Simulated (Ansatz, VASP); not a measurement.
K in VASP and in Ansatz

The input INCAR:

```
SYSTEM = K
PREC     = Accurate       ! precision mode
ENCUT    = 520            ! plane-wave cutoff, eV
EDIFF    = 1E-6           ! SCF threshold, eV
ISMEAR   = -1             ! smearing method
SIGMA    = 0.05           ! smearing width, eV
LREAL    = .False.        ! projectors in reciprocal space
LASPH    = .True.         ! aspherical terms in the spheres
NELM     = 100            ! most SCF steps
ALGO     = Normal         ! electronic algorithm
ISIF     = 2              ! what is computed and relaxed
LWAVE    = .False.        ! write WAVECAR
LCHARG   = .True.         ! write CHGCAR
GGA      = PS             ! functional
LELF     = .True.         ! ELF
LVHAR    = .True.       
NBANDS   = 10             ! bands
```

The input KPOINTS:

```
Automatic mesh
0
Gamma
  7 7 7
  0 0 0
```

The input POSCAR:

```
K
1.0
   -2.7504652529      2.7504652529      2.7504652529
    2.7504652529     -2.7504652529      2.7504652529
    2.7504652529      2.7504652529     -2.7504652529
K
1
Direct
    0.0000000000      0.0000000000      0.0000000000
```

Contents of input.yaml:

```yaml
crystal:
  lattice:
    - [-2.7504652529, 2.7504652529, 2.7504652529]
    - [2.7504652529, -2.7504652529, 2.7504652529]
    - [2.7504652529, 2.7504652529, -2.7504652529]
  atoms:
    - { symbol: K, position: [0.0, 0.0, 0.0] }
hamiltonian:
  xc: pbesol
  pseudopotentials: { kind: paw }
kpoints:
  mp_grid: { grid: [7, 7, 7] }
scf:
  occupations: { method: fermi_dirac, width: 0.05 }
output:
  forces: true
  stress: true
  eigenvalues: true
  write_density: true
  write_potential: true
  elf: true
  volumetric_format: npy
```

Alike in both runs: task single point; functional PBEsol; k mesh 7 × 7 × 7; occupations fermi-dirac, width 0.05 eV; no spin polarisation.

|  | VASP | Ansatz |
| --- | --- | --- |
| version | VASP 6.6.1 | Ansatz 0.2.0 |
| potentials or method | VASP PAW PBE potentials, release 64 (K_sv) | Ansatz PAW |
| plane-wave cutoff (eV) | 520 | 420 |
| valence electrons in the cell | 9 | 9 |

```csv
,VASP,Ansatz,Ansatz less VASP
gap on the k mesh at the Fermi level (eV),none,none,-
pressure (GPa),-0.5,-0.4,+0.01
```

VASP's potentials were made for PBE, not for PBEsol. A gap of «none» marks a metal or a gap that the smearing closes.
